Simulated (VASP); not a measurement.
# Pt (I4/mmm) in VASP: notebook

Runs on Pt. Level: PBE. Tasks: single point.

Program: VASP 6.6.1. These are calculated values, not measurements. Logs are shortened: lines on timing, memory, paths and dates and some standing lists are left out, and cuts for length are marked.

## (1) The cell of the first run

It takes space group I4/mmm (No. 139, tetragonal). Conventional cell: a = 2.918 Å, b = 2.918 Å, c = 3.820 Å, α = 90.00°, β = 90.00°, γ = 90.00°. Pt (site symmetry 4/mmm) has 14 Pt at 2.81 to 3.82 Å within 3.9 Å.

## (2) Single point, PBE (16.27 Å³/atom)

The input, INCAR:

```
PREC     = Accurate       # precision mode
ENCUT    = 520            # plane-wave cutoff, eV
EDIFF    = 1E-6           # SCF threshold, eV
ISMEAR   = 0              # smearing method
SIGMA    = 0.15           # smearing width, eV
LREAL    = False          # projectors in reciprocal space
LASPH    = True           # aspherical terms in the spheres
NELM     = 80             # most SCF steps
ALGO     = Fast           # electronic algorithm
ISIF     = 2              # what is computed and relaxed
LWAVE    = False          # write WAVECAR
LCHARG   = True           # write CHGCAR
GGA      = PE             # functional
LELF     = True           # ELF
LVHAR    = True         
NBANDS   = 11             # bands
```

The input, KPOINTS:

```
regular mesh
0
Gamma
  22 22 22
```

The input, POSCAR:

```
Pt
1.0
    0.0000000000      2.0635324438      1.9102119832
    2.0635324438      0.0000000000      1.9102119832
    2.0635324438      2.0635324438      0.0000000000
Pt
1
Direct
    0.0000000000      0.0000000000      0.0000000000
```

Potentials or basis: VASP PAW PBE potentials, release 64 (Pt).

The run is started by

```console
$ cat potpaw_PBE.64/Pt/POTCAR > POTCAR
$ mpirun -np 1 vasp_std > vasp.out
```

OUTCAR:

```text
PREC = Accurate
   ENCUT = 520
   EDIFF = 1E-6
   ISMEAR = 0
   LREAL = False
   LASPH = True
   NELM = 80
   ISIF = 2
   GGA = PE

 ion  position               nearest neighbor table
   1  0.000  0.000  0.000-

  LATTYP: Found a body centered tetragonal cell.
 ALAT       =     2.9182755684
 C/A-ratio  =     1.3091374947

  Lattice vectors:

 A1 = (   0.0000000000,  -2.0635324438,  -1.9102119832)
 A2 = (   0.0000000000,   2.0635324438,  -1.9102119832)
 A3 = (   2.0635324438,   0.0000000000,   1.9102119832)

Analysis of symmetry for initial positions (statically):
=====================================================================
 Subroutine PRICEL returns:
 Original cell was already a primitive cell.

 Routine SETGRP: Setting up the symmetry group for a
 body centered tetragonal supercell.

 Subroutine GETGRP returns: Found 16 space group operations
 (whereof 16 operations were pure point group operations)
 out of a pool of 16 trial point group operations.

The static configuration has the point symmetry D_4h.

Analysis of symmetry for dynamics (positions and initial velocities):
=====================================================================
 Subroutine PRICEL returns:
 Original cell was already a primitive cell.

 Routine SETGRP: Setting up the symmetry group for a
 body centered tetragonal supercell.

 Subroutine GETGRP returns: Found 16 space group operations
 (whereof 16 operations were pure point group operations)
 out of a pool of 16 trial point group operations.

The dynamic configuration has the point symmetry D_4h.

 Subroutine INISYM returns: Found 16 space group operations
 (whereof 16 operations are pure point group operations),
 and found     1 'primitive' translations

----------------------------------------------------------------------------------------

                                     Primitive cell

  volume of cell :      16.2680

  direct lattice vectors                    reciprocal lattice vectors
     0.000000000  2.063532444  1.910211983    -0.242302951  0.242302951  0.261751054
     2.063532444  0.000000000  1.910211983     0.242302951 -0.242302951  0.261751054
     2.063532444  2.063532444  0.000000000     0.242302951  0.242302951 -0.261751054

  length of vectors
     2.811952341  2.811952341  2.918275568     0.431201872  0.431201872  0.431201872

  position of ions in fractional coordinates (direct lattice)
     0.000000000  0.000000000  0.000000000

[... 82 lines left out ...]
   ISYM   =      2    0-nonsym 1-usesym 2-fastsym
   POTIM  = 0.5000    time-step for ionic-motion
   TEBEG  =    0.0;   TEEND  =   0.0 temperature during run
   PSTRESS=    0.0 pullay stress
   NELECT =      10.0000    total number of electrons
   NUPDOWN=      -1.0000    fix difference up-down
   EMIN   =  10.00;   EMAX   =-10.00  energy-range for DOS
   EFERMI =   0.00;   METHOD = LEGACY
   ISMEAR =     0;   SIGMA  =   0.15  broadening in eV -4-tet -1-fermi 0-gaus
   EFERMI_NEDOS =   21; number of points for ismear=-14 and -15
   IALGO  =     68    algorithm
   IMIX   =      4    mixing-type and parameters
     AMIX     =   0.40;   BMIX     =  1.00
     AMIX_MAG =   1.60;   BMIX_MAG =  1.00
  volume/ion in A,a.u.               =      16.27       109.78
  Fermi-wavevector in a.u.,A,eV,Ry     =   1.391971  2.630443 26.362411  1.937583
  Thomas-Fermi vector in A             =   2.515759
   LORBIT       =      0    0 simple, 1 ext, 2 COOP (PROOUT), +10 PAW based schemes
   GGA     = PE    functional components
   LHFCALC =     F    Hartree Fock is set to
   AEXX    =    0.0000 exact exchange contribution
   IVDW    =     0    specifies the selected vdW correction
   LEPSILON=     F    determine dielectric tensor
   LRPA    =     F    only Hartree local field effects (RPA)
 non-spin polarized calculation
 RMM-DIIS sequential band-by-band and
 Gauss-broadening in eV      SIGMA  =   0.15
  energy-cutoff  :      520.00
  volume of cell :       16.27
 maximum number of plane-waves:       455
 NGX is ok and might be reduce to    24
   NGX = 11   NGY = 11   NGZ = 11

 number of electron      10.0000000 magnetization

 Free energy of the ion-electron system (eV)
  ---------------------------------------------------
  ext. energy  EPLUGINS =         0.00000000
  ---------------------------------------------------
  free energy    TOTEN  =        -6.07975576 eV

  energy without entropy =       -6.05750147  energy(sigma->0) =       -6.06862862

 E-fermi :   9.8330     XC(G=0): -13.0375

 val. band max:        9.8320898632   @ k =   0.4545   0.2273   0.0455
 cond. band min:       9.8337480900   @ k =  -0.4091   0.1364   0.0455
 fundamental gap:      0.0016582268
 Fermi energy:         9.8329502344

 k-point     1 :       0.0000    0.0000    0.0000
  band No.  band energies     occupation
      1       0.4775      2.00000
      2       6.2926      2.00000
      3       6.2926      2.00000
      4       7.0612      2.00000
      5       7.9483      2.00000
      6       8.8160      2.00000
      7      24.7841      0.00000
      8      28.6498      0.00000
      9      28.6498      0.00000
     10      30.4670      0.00000
     11      34.4412      0.00000
[... 309 lines left out ...]
 k-point    24 :      -0.4545    0.0455    0.0000
  band No.  band energies     occupation
      1       3.3709      2.00000
      2       6.1386      2.00000
      3       6.8250      2.00000
      4       8.8878      2.00000
      5       9.9924      0.13276
      6      10.3562      0.00000
      7      15.4798      0.00000
      8      24.2607      0.00000
      9      27.6929      0.00000
     10      28.9572      0.00000
     11      36.2358      0.00000

 [... further k-points ...]

------------------------ aborting loop because EDIFF is reached ----------------------------------------

  FORCE on cell =-STRESS in cart. coord.  units (eV):
  Direction    XX          YY          ZZ          XY          YZ          ZX
  --------------------------------------------------------------------------------------
  -------------------------------------------------------------------------------------
  Total       -1.0155246     -1.0155246     -0.6093935      0.0000000     -0.0000000      0.0000000
  in kB     -100.0153995   -100.0153995    -60.0169961      0.0000000     -0.0000000      0.0000000
  external PRESSURE =     -86.6825984 kB  Pullay stress =       0.0000000 kB

 VOLUME and BASIS-vectors are now :
 -----------------------------------------------------------------------------
  energy-cutoff  :      520.00
  volume of cell :       16.27
      direct lattice vectors                 reciprocal lattice vectors
     0.000000000  2.063532444  1.910211983    -0.242302951  0.242302951  0.261751054
     2.063532444  0.000000000  1.910211983     0.242302951 -0.242302951  0.261751054
     2.063532444  2.063532444  0.000000000     0.242302951  0.242302951 -0.261751054

 POSITION                                       TOTAL-FORCE (eV/Angst)
 -----------------------------------------------------------------------------------
      0.00000      0.00000      0.00000         0.000000      0.000000      0.000000
 -----------------------------------------------------------------------------------
    total drift:                               -0.000000      0.000000     -0.000000

  FREE ENERGIE OF THE ION-ELECTRON SYSTEM (eV)
  ---------------------------------------------------
  free  energy   TOTEN  =        -6.0797557586 eV

  energy  without entropy=       -6.0575014722  energy(sigma->0) =       -6.06862862
```

OSZICAR:

```text
N       E                     dE             d eps       ncg     rms          rms(c)
DAV:   1     0.395589460990E+02    0.39559E+02   -0.53001E+03 18804   0.839E+02
DAV:   2    -0.584765107271E+01   -0.45407E+02   -0.43400E+02 20906   0.174E+02
DAV:   3    -0.645773825290E+01   -0.61009E+00   -0.60404E+00 21297   0.192E+01
DAV:   4    -0.646022126451E+01   -0.24830E-02   -0.24828E-02 21071   0.145E+00
DAV:   5    -0.646024248973E+01   -0.21225E-04   -0.21225E-04 21486   0.125E-01    0.103E+01
RMM:   6    -0.611171202925E+01    0.34853E+00   -0.38533E-01 18413   0.524E+00    0.546E+00
RMM:   7    -0.608241033906E+01    0.29302E-01   -0.59723E-02 19313   0.224E+00    0.238E+00
RMM:   8    -0.608005951217E+01    0.23508E-02   -0.68510E-03 19368   0.705E-01    0.577E-01
RMM:   9    -0.607974013538E+01    0.31938E-03   -0.84069E-04 20685   0.251E-01    0.350E-02
RMM:  10    -0.607975459560E+01   -0.14460E-04   -0.12572E-04 21116   0.843E-02    0.513E-02
RMM:  11    -0.607975544185E+01   -0.84624E-06   -0.12051E-05 21422   0.254E-02    0.944E-03
RMM:  12    -0.607975575864E+01   -0.31680E-06   -0.27838E-06 16843   0.111E-02
   1 F= -.60797558E+01 E0= -.60686286E+01  d E =-.222543E-01
```

stdout:

```text
POSCAR found type information on POSCAR Pt
 POSCAR found :  1 types and       1 ions
 scaLAPACK will be used
 LDA part: xc-table for (Slater+PW92), standard interpolation
 POSCAR, INCAR and KPOINTS ok, starting setup
 FFT: planning ... GRIDC
 FFT: planning ... GRID_SOFT
 FFT: planning ... GRID
 WAVECAR not read
 entering main loop
```

It took 96 s on 1 thread of Intel Xeon 6975P-C (Granite Rapids), shared host; peak memory 0.26 GiB.

What came out:

- Free energy: -6.0798 eV
- Pressure: -8.7 GPa
- Band gap on the k mesh: zero (bands 5 and 6 overlap by 2.27 eV)

Levels at points of the mesh, in eV from the Fermi level:
```
           k point  band 3  band 4  band 5  band 6  band 7  band 8
(0.00, 0.00, 0.00)   -3.54   -2.77   -1.88   -1.02   14.95   18.82
(0.50, 0.00, 0.00)   -2.95   -0.16   -0.12    0.26    5.36   14.25
(0.50, 0.50, 0.00)    0.01    0.47    0.47    2.96    9.38   10.29
(0.50, 0.00, 0.50)   -0.03    0.12    0.71    1.52    7.54   11.49
```

Caveat: the cell stands under tension; spin-orbit coupling is left out, which moves the levels of the heavy elements.

## (3) Single point, PBE (16.89 Å³/atom)

This run uses another cell than the first one, of 16.89 Å³/atom.

The input, INCAR:

```
SYSTEM = Pt
  PREC = Accurate
  ENCUT = 520
  EDIFF = 1E-6
  ISMEAR = 0
  SIGMA = 0.15
  LREAL = .FALSE.
  LASPH = .TRUE.
  NELM = 80
  ALGO = Fast
  ISIF = 2
  LWAVE = .FALSE.
  LCHARG = .FALSE.
  GGA = PE
  NBANDS = 11
```

The input, KPOINTS:

```
regular mesh
0
G
  22 22 22
  0 0 0
```

The input, POSCAR:

```
Pt
1.0
    0.0000000000      2.3766361068      1.4953794384
    2.3766361068      0.0000000000      1.4953794384
    2.3766361068      2.3766361068      0.0000000000
Pt
1
Direct
    0.0000000000      0.0000000000      0.0000000000
```

Potentials or basis: VASP PAW PBE potentials, release 64 (Pt).

The run is started by

```console
$ cat potpaw_PBE.64/Pt/POTCAR > POTCAR
$ mpirun -np 1 vasp_std > vasp.out
```

OUTCAR:

```text
SYSTEM = Pt
   PREC = Accurate
   ENCUT = 520
   EDIFF = 1E-6
   ISMEAR = 0
   LREAL = .FALSE.
   LASPH = .TRUE.
   NELM = 80
   ISIF = 2
   GGA = PE

 ion  position               nearest neighbor table
   1  0.000  0.000  0.000-

  LATTYP: Found a body centered tetragonal cell.
 ALAT       =     3.3610710151
 C/A-ratio  =     0.8898231734

  Lattice vectors:

 A1 = (   0.0000000000,  -2.3766361068,  -1.4953794384)
 A2 = (   0.0000000000,   2.3766361068,  -1.4953794384)
[... 520 lines left out ...]

 [... further k-points ...]

------------------------ aborting loop because EDIFF is reached ----------------------------------------

  FORCE on cell =-STRESS in cart. coord.  units (eV):
  Direction    XX          YY          ZZ          XY          YZ          ZX
  --------------------------------------------------------------------------------------
  -------------------------------------------------------------------------------------
  Total       -1.1611544     -1.1611544     -2.0718764      0.0000000     -0.0000000      0.0000000
  in kB     -110.1269877   -110.1269877   -196.5022988      0.0000000     -0.0000000      0.0000000
  external PRESSURE =    -138.9187581 kB  Pullay stress =       0.0000000 kB

 VOLUME and BASIS-vectors are now :
 -----------------------------------------------------------------------------
  energy-cutoff  :      520.00
  volume of cell :       16.89
      direct lattice vectors                 reciprocal lattice vectors
     0.000000000  2.376636107  1.495379438    -0.210381387  0.210381387  0.334363297
     2.376636107  0.000000000  1.495379438     0.210381387 -0.210381387  0.334363297
     2.376636107  2.376636107  0.000000000     0.210381387  0.210381387 -0.334363297

 POSITION                                       TOTAL-FORCE (eV/Angst)
 -----------------------------------------------------------------------------------
      0.00000      0.00000      0.00000         0.000000      0.000000      0.000000
 -----------------------------------------------------------------------------------
    total drift:                               -0.000000     -0.000000      0.000000

  FREE ENERGIE OF THE ION-ELECTRON SYSTEM (eV)
  ---------------------------------------------------
  free  energy   TOTEN  =        -5.9965531143 eV

  energy  without entropy=       -5.9810655240  energy(sigma->0) =       -5.98880932
```

Run time: 2 min. Hardware: 1 thread of Intel Xeon 6975P-C (Granite Rapids), shared host; peak memory 0.28 GiB.

Results:

* Free energy: -5.9966 eV
* Pressure: -13.9 GPa
* Band gap on the k mesh: zero (bands 5 and 6 overlap by 1.87 eV)

Stress tensor (GPa, compression positive):
```
-11.01   0.00   0.00
  0.00 -11.01   0.00
  0.00   0.00 -19.65
```

Caveat: the cell stands under tension; spin-orbit coupling is left out, which moves the levels of the heavy elements.

## (4) Single point, PBE (16.89 Å³/atom)

This run uses another cell than the first one, of 16.89 Å³/atom.

The input, INCAR:

```
PREC = Accurate
ENCUT = 520
EDIFF = 1E-6
ISMEAR = 0
SIGMA = 0.15
LREAL = F
LASPH = T
NELM = 100
ALGO = Fast
ISIF = 2
LWAVE = F
LCHARG = F
GGA = PE
NBANDS = 11
```

The input, KPOINTS:

```
regular mesh
0
Gamma
  22 22 22
```

The input, POSCAR:

```
Pt
1.0
    0.0000000000      2.1441189796      1.8372955536
    2.1441189796      0.0000000000      1.8372955536
    2.1441189796      2.1441189796      0.0000000000
Pt
1
Direct
    0.0000000000      0.0000000000      0.0000000000
```

The run is started by

```console
$ cat potpaw_PBE.64/Pt/POTCAR > POTCAR
$ mpirun -np 1 vasp_std > vasp.out
```

Run time: 48 s. Hardware: 1 thread of Intel Xeon 6975P-C (Granite Rapids), shared host; peak memory 0.27 GiB.

Results (log left out):

```
Free energy            : -6.0101 eV
Pressure               : -14.6 GPa
Band gap on the k mesh : zero (bands 5 and 6 overlap by 2.22 eV)
```

Stress tensor (GPa, compression positive):
```
-16.18   0.00   0.00
  0.00 -16.18   0.00
  0.00   0.00 -11.46
```

Levels at points of the mesh, in eV from the Fermi level:
```
           k point  band 1  band 2  band 3  band 4  band 5  band 6  band 7  band 8  band 9  band 10
(0.00, 0.00, 0.00)   -8.91   -3.39   -3.39   -2.16   -2.04   -0.68   15.36   18.25   18.25    21.78
(0.50, 0.00, 0.00)   -6.10   -3.82   -2.27   -0.32    0.14    0.50    5.25   14.03   16.80    20.58
(0.50, 0.50, 0.00)   -5.66   -5.45    0.11    0.49    0.49    4.15    9.40    9.40   10.19    17.66
(0.50, 0.00, 0.50)   -5.91   -5.26   -0.17   -0.11    0.85    1.27    6.76   11.85   12.60    20.25
```

Caveat: the cell stands under tension; spin-orbit coupling is left out, which moves the levels of the heavy elements.

## (5) Single point, PBE (16.89 Å³/atom)

This run uses another cell than the first one, of 16.89 Å³/atom.

The input, INCAR:

```
SYSTEM = Pt
PREC = Accurate ; ENCUT = 520
EDIFF = 1E-6 ; ISMEAR = 0
SIGMA = 0.15 ; LREAL = .False.
LASPH = .True. ; NELM = 60
ALGO = Fast ; ISIF = 2
LWAVE = .False. ; LCHARG = .True.
GGA = PE ; LELF = .True.
LVHAR = .True. ; NBANDS = 11
```

The input, KPOINTS:

```
regular mesh
0
Gamma
  22 22 22
  0 0 0
```

The input, POSCAR:

```
Pt
1.0
    0.0000000000      1.9343511238      2.2573877614
    1.9343511238      0.0000000000      2.2573877614
    1.9343511238      1.9343511238      0.0000000000
Pt
1
Direct
    0.0000000000      0.0000000000      0.0000000000
```

The run is started by

```console
$ cat potpaw_PBE.64/Pt/POTCAR > POTCAR
$ mpirun -np 1 vasp_std > vasp.out
```

Run time: 46 s. Hardware: 1 thread of Intel Xeon 6975P-C (Granite Rapids), shared host; peak memory 0.26 GiB.

Results (log left out):

| Item | Value |
| --- | --- |
| Free energy | -5.9752 eV |
| Pressure | -13.1 GPa |
| Band gap on the k mesh | zero (bands 5 and 6 overlap by 2.47 eV) |

Stress tensor (GPa, compression positive):
```
 -8.45   0.00   0.00
  0.00  -8.45   0.00
  0.00   0.00 -22.32
```

Levels at points of the mesh, in eV from the Fermi level:
```csv
k point,band 2,band 3,band 4,band 5,band 6,band 7,band 8,band 9
"(0.00, 0.00, 0.00)",-4.10,-2.41,-2.41,-2.32,-0.44,15.32,17.32,20.31
"(0.50, 0.00, 0.00)",-3.82,-2.38,-0.18,0.13,0.32,5.30,13.56,17.89
"(0.50, 0.50, 0.00)",-5.55,0.24,0.36,0.36,0.52,5.53,12.98,12.98
"(0.50, 0.00, 0.50)",-5.28,-0.30,-0.18,1.21,3.07,9.19,10.21,10.65
```

Caveat: the cell stands under tension; spin-orbit coupling is left out, which moves the levels of the heavy elements.

## (6) Overview

```csv
cell,gap on the mesh (eV),pressure (GPa)
"a = 2.812, b = 2.812, c = 2.918 Å, angles 58.7, 58.7, 62.5°, 1 atom",none,-8.7
"a = 2.808, b = 2.808, c = 3.361 Å, angles 53.2, 53.2, 73.5°, 1 atom",none,-13.9
"a = 2.824, b = 2.824, c = 3.032 Å, angles 57.5, 57.5, 65.0°, 1 atom",none,-14.6
"a = 2.973, b = 2.973, c = 2.736 Å, angles 62.6, 62.6, 54.8°, 1 atom",none,-13.1
```

Alike in all rows: task single point; level PBE; potentials or basis VASP PAW PBE potentials, release 64 (Pt); no spin polarisation; k mesh 22 × 22 × 22; cutoff (eV) 520; smearing gaussian 0.15 eV.

Caveats: the cell stands under tension; spin-orbit coupling is left out, which moves the levels of the heavy elements.

Total energies depend on the potentials used, so only differences within one code and one set of settings carry meaning.
